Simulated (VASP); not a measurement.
Here is a VASP 6.6.1 calculation.

Contents of INCAR:

```
SYSTEM = Pt
PREC = Accurate
ENCUT = 520
EDIFF = 1E-6
ISMEAR = -1
SIGMA = 0.08
LREAL = .False.
LASPH = .True.
NELM = 60
ALGO = Normal
ISIF = 2
LWAVE = .False.
LCHARG = .True.
LDIPOL = .True.
IDIPOL = 3
DIPOL = 0.5 0.5 0.500
GGA = PE
LELF = .True.
LVHAR = .True.
LVACPOTAV = .True.
NBANDS = 11
```

KPOINTS

```
Automatic mesh
0
Gamma
  12 12 1
  0 0 0
```

POSCAR

```
Pt
1.0
    2.8080030019      0.0000000000      0.0000000000
    0.0000000000      2.8080030019      0.0000000000
    0.0000000000      0.0000000000     16.0000000000
Pt
1
Direct
    0.0000000000      0.0000000000      0.5000000000
```

Potentials or basis: VASP PAW PBE potentials, release 64 (Pt).

Command:

```console
$ cat potpaw_PBE.64/Pt/POTCAR > POTCAR
$ mpirun -np 1 vasp_std > vasp.out
```

(1) Estimate the band gap on the k mesh.

## Answers

(1) zero (bands 5 and 6 overlap by 2.06 eV).

Caveat: spin-orbit coupling is left out, which moves the levels of the heavy elements.
